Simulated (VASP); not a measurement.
Wanted: the native input for a VASP 6.6.1 run.

| Item | Value |
| --- | --- |
| Task | single point |
| Functional | PBEsol |
| Potentials or basis | VASP PAW PBE potentials, release 64 (Te, Mo_sv) |
| Cutoff | 520 eV |
| k mesh | 12 × 12 × 2 |
| Occupations | gaussian, width 0.02 eV |
| Spin | no spin polarisation |
| Dipole correction | no |
| Further INCAR settings | ALGO = Normal; EDIFF = 1e-07; NBANDS = 20 |

The structure of Te2Mo lies in POSCAR:

```
Te2Mo
1.0
    3.6481734146      0.0000000000      0.0000000000
   -1.8240867073      3.1594108545      0.0000000000
    0.0000000000      0.0000000000     17.0526711373
Te Mo
2 1
Direct
    0.3333333333      0.6666666667      0.8975850769
    0.3333333333      0.6666666667      0.1024149231
    0.0000000000      0.0000000000      0.0000000000
```

This cell differs from its parent crystal: biaxial strain in the a-b plane: +4.5 %, then relaxed in part.

These files were run (other wordings do the same):

INCAR

```
SYSTEM = Te2Mo
PREC = Accurate
ENCUT = 520
EDIFF = 1E-7
ISMEAR = 0
SIGMA = 0.02
LREAL = .False.
LASPH = .True.
NELM = 80
ALGO = Normal
ISIF = 2
LWAVE = .False.
LCHARG = .False.
GGA = PS
NBANDS = 20
```

KPOINTS

```
regular mesh
0
Gamma
  12 12 2
  0 0 0
```

Potentials or basis: VASP PAW PBE potentials, release 64 (Te, Mo_sv).

Run with:

```bash
$ cat potpaw_PBE.64/Te/POTCAR potpaw_PBE.64/Mo_sv/POTCAR > POTCAR
$ mpirun -np 1 vasp_std > vasp.out
```

It gave:

The largest force is 0.031 eV/Å and the band gap on the k mesh is 0.85 eV.

Caveat: the cell differs from its parent crystal (biaxial strain in the a-b plane: +4.5 %, then relaxed in part); the PAW data sets were made with another functional, which shifts forces and pressure a little; spin-orbit coupling is left out, which moves the levels of the heavy elements.

It took 7 min on 1 thread of Intel Xeon 8259CL (shared host), peak memory 0.39 GiB.
